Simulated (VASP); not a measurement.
# Au (Pm-3m) in VASP: notebook, part 2 of 2

VASP 6.6.1. Earlier steps stand in the parts before.

## (3) Single point, PBE

Contents of INCAR:

```
SYSTEM = Au
  PREC = Accurate
  ENCUT = 520
  EDIFF = 1E-6
  ISMEAR = 0
  SIGMA = 0.017
  LREAL = .False.
  LASPH = .True.
  NELM = 80
  ALGO = Normal
  ISIF = 2
  LWAVE = .False.
  LCHARG = .False.
  GGA = PE
  NBANDS = 12
```

Contents of KPOINTS:

```
regular mesh
0
Gamma
  10 10 10
  0 0 0
```

Contents of POSCAR:

```
Au
1.0
    2.7484100000      0.0000000000      0.0000000000
    0.0000000000      2.7484100000      0.0000000000
    0.0000000000      0.0000000000      2.7484100000
Au
1
Direct
    0.5000000000      0.5000000000      0.5000000000
```

Potentials or basis: VASP PAW PBE potentials, release 64 (Au).

The run is started by

```sh
cat potpaw_PBE.64/Au/POTCAR > POTCAR
mpirun -np 1 vasp_std > vasp.out
```

OUTCAR:

```text
SYSTEM = Au
   PREC = Accurate
   ENCUT = 520
   EDIFF = 1E-6
   ISMEAR = 0
   LREAL = .False.
   LASPH = .True.
   NELM = 80
   ISIF = 2
   GGA = PE

 ion  position               nearest neighbor table
   1  0.500  0.500  0.500-

  LATTYP: Found a simple cubic cell.
 ALAT       =     2.7484100000

  Lattice vectors:

 A1 = (   2.7484100000,   0.0000000000,   0.0000000000)
 A2 = (   0.0000000000,   2.7484100000,   0.0000000000)
 A3 = (   0.0000000000,   0.0000000000,   2.7484100000)

Analysis of symmetry for initial positions (statically):
=====================================================================
 Subroutine PRICEL returns:
 Original cell was already a primitive cell.

 Routine SETGRP: Setting up the symmetry group for a
 simple cubic supercell.

 Subroutine GETGRP returns: Found 48 space group operations
[... 9 lines left out ...]

 Routine SETGRP: Setting up the symmetry group for a
 simple cubic supercell.

 Subroutine GETGRP returns: Found 48 space group operations
[... 11 lines left out ...]
                                     Primitive cell

  volume of cell :      20.7608

[... 143 lines left out ...]
      1      -1.4733      2.00000
      2       0.6770      2.00000
      3       0.6770      2.00000
      4       4.8366      2.00000
      5       4.8366      2.00000
      6       4.8366      2.00000
      7      20.1113      0.00000
      8      20.1113      0.00000
      9      20.1113      0.00000
     10      24.9196      0.00000
     11      27.3526      0.00000
     12      27.3526      0.00000
[... 331 lines left out ...]
 k-point    24 :       0.3000    0.1000    0.1000
  band No.  band energies     occupation
      1       0.4812      2.00000
      2       1.2292      2.00000
      3       2.6248      2.00000
      4       3.6777      2.00000
      5       3.9778      2.00000
      6       4.6296      2.00000
      7      13.1531      0.00000
      8      20.7751      0.00000
      9      21.4499      0.00000
     10      25.2043      0.00000
     11      27.7792      0.00000
     12      30.3640      0.00000

 [... further k-points ...]

------------------------ aborting loop because EDIFF is reached ----------------------------------------

  FORCE on cell =-STRESS in cart. coord.  units (eV):
  Direction    XX          YY          ZZ          XY          YZ          ZX
  --------------------------------------------------------------------------------------
  -------------------------------------------------------------------------------------
  Total        0.0070672      0.0070672      0.0070672      0.0000000      0.0000000     -0.0000000
  in kB        0.5454010      0.5454010      0.5454010      0.0000000      0.0000000     -0.0000000
  external PRESSURE =       0.5454010 kB  Pullay stress =       0.0000000 kB

 VOLUME and BASIS-vectors are now :
 -----------------------------------------------------------------------------
  energy-cutoff  :      520.00
  volume of cell :       20.76
      direct lattice vectors                 reciprocal lattice vectors
     2.748410000  0.000000000  0.000000000     0.363846733  0.000000000  0.000000000
     0.000000000  2.748410000  0.000000000     0.000000000  0.363846733  0.000000000
     0.000000000  0.000000000  2.748410000     0.000000000  0.000000000  0.363846733

 POSITION                                       TOTAL-FORCE (eV/Angst)
 -----------------------------------------------------------------------------------
      1.37420      1.37420      1.37420         0.000000      0.000000      0.000000
 -----------------------------------------------------------------------------------
    total drift:                               -0.000000      0.000000     -0.000000

  FREE ENERGIE OF THE ION-ELECTRON SYSTEM (eV)
  ---------------------------------------------------
  free  energy   TOTEN  =        -3.0115702136 eV

  energy  without entropy=       -3.0114260498  energy(sigma->0) =       -3.01149813
```

OSZICAR:

```text
N       E                     dE             d eps       ncg     rms          rms(c)
DAV:   1     0.496790457813E+02    0.49679E+02   -0.54918E+03  1360   0.808E+02
DAV:   2    -0.257736553301E+01   -0.52256E+02   -0.49267E+02  1568   0.181E+02
DAV:   3    -0.328493923642E+01   -0.70757E+00   -0.70697E+00  1572   0.205E+01
DAV:   4    -0.328744736092E+01   -0.25081E-02   -0.25080E-02  1532   0.142E+00
DAV:   5    -0.328747081792E+01   -0.23457E-04   -0.23457E-04  1592   0.136E-01    0.643E+00
DAV:   6    -0.302185064390E+01    0.26562E+00   -0.88509E-01  1400   0.714E+00    0.456E+00
DAV:   7    -0.301376566266E+01    0.80850E-02   -0.14413E-02  1528   0.986E-01    0.255E+00
DAV:   8    -0.301157316484E+01    0.21925E-02   -0.12520E-03  1464   0.248E-01    0.731E-02
DAV:   9    -0.301156430263E+01    0.88622E-05   -0.12529E-04  1512   0.862E-02    0.106E-02
DAV:  10    -0.301157024772E+01   -0.59451E-05   -0.42221E-06  1560   0.193E-02    0.343E-03
DAV:  11    -0.301157021357E+01    0.34148E-07   -0.40782E-07   800   0.497E-03
   1 F= -.30115702E+01 E0= -.30114981E+01  d E =-.144164E-03
```

Wall time 13 s (1 thread of Intel Xeon 8259CL, shared host); peak memory 0.13 GiB.

Results:

| Property | Result |
| --- | --- |
| Free energy | -3.0116 eV |
| Pressure | 0.1 GPa |

Caveat: spin-orbit coupling is left out, which moves the levels of the heavy elements.

## (4) Single point, PBE

Contents of INCAR:

```
SYSTEM = Au
ALGO = Fast
EDIFF = 1E-7
ENCUT = 520
GGA = PE
ISIF = 2
ISMEAR = 0
LASPH = .TRUE.
LCHARG = .FALSE.
LREAL = .FALSE.
LWAVE = .FALSE.
NBANDS = 12
NELM = 60
PREC = Accurate
SIGMA = 0.018000000000000002
```

Contents of KPOINTS:

```
k-points
0
G
  10 10 10
  0 0 0
```

POSCAR is that of step 3.

The run is started by

```sh
cat potpaw_PBE.64/Au/POTCAR > POTCAR
mpirun -np 1 vasp_std > vasp.out
```

Run time: 16 s. Hardware: 1 thread of Intel Xeon 8259CL, shared host; peak memory 0.13 GiB.

It converged, with:

* Free energy: -3.0116 eV
* Pressure: 0.1 GPa

Levels at points of the mesh, in eV from the Fermi level:
| k point | band 1 | band 2 | band 3 | band 4 | band 5 | band 6 | band 7 | band 8 | band 9 | band 10 |
| --- | --- | --- | --- | --- | --- | --- | --- | --- | --- | --- |
| (0.00, 0.00, 0.00) | -7.80 | -5.65 | -5.65 | -1.49 | -1.49 | -1.49 | 13.79 | 13.79 | 13.79 | 18.59 |
| (0.50, 0.00, 0.00) | -5.73 | -5.25 | -2.91 | -2.91 | -1.35 | -0.47 | 1.99 | 16.28 | 18.37 | 18.89 |
| (0.50, 0.50, 0.00) | -5.59 | -4.92 | -2.66 | -2.66 | -0.35 | 3.79 | 3.79 | 6.32 | 11.40 | 20.44 |
| (0.50, 0.50, 0.50) | -4.92 | -4.92 | -4.92 | -0.26 | -0.26 | 8.36 | 8.36 | 8.36 | 10.12 | 12.07 |

Caveat: spin-orbit coupling is left out, which moves the levels of the heavy elements.

## (5) Single point, PBE

Contents of INCAR:

```
ALGO = Normal
EDIFF = 1E-6
ENCUT = 520
GGA = PE
ISIF = 2
ISMEAR = 0
LASPH = T
LCHARG = F
LREAL = F
LWAVE = F
NBANDS = 12
NELM = 80
PREC = Accurate
SIGMA = 0.019000000000000003
```

Contents of KPOINTS:

```
k-points
0
Gamma
  10 10 10
```

POSCAR is that of step 4.

The run is started by

```sh
cat potpaw_PBE.64/Au/POTCAR > POTCAR
mpirun -np 1 vasp_std > vasp.out
```

It took 13 s on 1 thread of Intel Xeon 8259CL, shared host; peak memory 0.13 GiB.

It converged, with:

```
Free energy : -3.0116 eV
Pressure    : 0.1 GPa
```

Levels at points of the mesh, in eV from the Fermi level:
```
           k point  band 3  band 4  band 5  band 6  band 7  band 8
(0.00, 0.00, 0.00)   -5.65   -1.49   -1.49   -1.49   13.79   13.79
(0.50, 0.00, 0.00)   -2.91   -2.91   -1.35   -0.47    1.99   16.28
(0.50, 0.50, 0.00)   -2.66   -2.66   -0.35    3.79    3.79    6.32
(0.50, 0.50, 0.50)   -4.92   -0.26   -0.26    8.36    8.36    8.36
```

Caveat: spin-orbit coupling is left out, which moves the levels of the heavy elements.

## (6) Single point, PBE

Contents of INCAR:

```
  PREC = Accurate
  ENCUT = 520
  EDIFF = 1E-6
  ISMEAR = 0
  SIGMA = 0.020999999999999998
  LREAL = F
  LASPH = T
  NELM = 100
  ALGO = Fast
  ISIF = 2
  LWAVE = F
  LCHARG = F
  GGA = PE
  NBANDS = 12
```

Contents of KPOINTS:

```
regular mesh
0
Gamma
  10 10 10
```

POSCAR is that of step 5.

Potentials or basis: VASP PAW PBE potentials, release 64 (Au).

The run is started by

```sh
cat potpaw_PBE.64/Au/POTCAR > POTCAR
mpirun -np 1 vasp_std > vasp.out
```

Run time: 15 s. Hardware: 1 thread of Intel Xeon 8259CL, shared host; peak memory 0.13 GiB.

It converged, with:

| Property | Result |
| --- | --- |
| Free energy | -3.0116 eV |
| Pressure | 0.0 GPa |

Levels at points of the mesh, in eV from the Fermi level:
```csv
k point,band 2,band 3,band 4,band 5,band 6,band 7,band 8,band 9
"(0.00, 0.00, 0.00)",-5.65,-5.65,-1.49,-1.49,-1.49,13.79,13.79,13.79
"(0.50, 0.00, 0.00)",-5.25,-2.91,-2.91,-1.35,-0.47,1.99,16.28,18.37
"(0.50, 0.50, 0.00)",-4.91,-2.66,-2.66,-0.35,3.80,3.80,6.33,11.40
"(0.50, 0.50, 0.50)",-4.92,-4.92,-0.26,-0.26,8.36,8.36,8.36,10.12
```

Caveat: spin-orbit coupling is left out, which moves the levels of the heavy elements.

## (7) Summary

| smearing | gap on the mesh (eV) | pressure (GPa) |
| --- | --- | --- |
| gaussian 0.015 eV | none | 0.1 |
| gaussian 0.017 eV | none | 0.1 |
| gaussian 0.018 eV | none | 0.1 |
| gaussian 0.019 eV | none | 0.1 |
| gaussian 0.021 eV | none | 0.0 |

Alike in all rows: task single point; level PBE; potentials or basis VASP PAW PBE potentials, release 64 (Au); no spin polarisation; cell as given; k mesh 10 × 10 × 10; cutoff (eV) 520.

Every run on the cell as given and a fine mesh finds a metal.

Caveats: spin-orbit coupling is left out, which moves the levels of the heavy elements.

Total energies depend on the potentials used, so only differences within one code and one set of settings carry meaning.
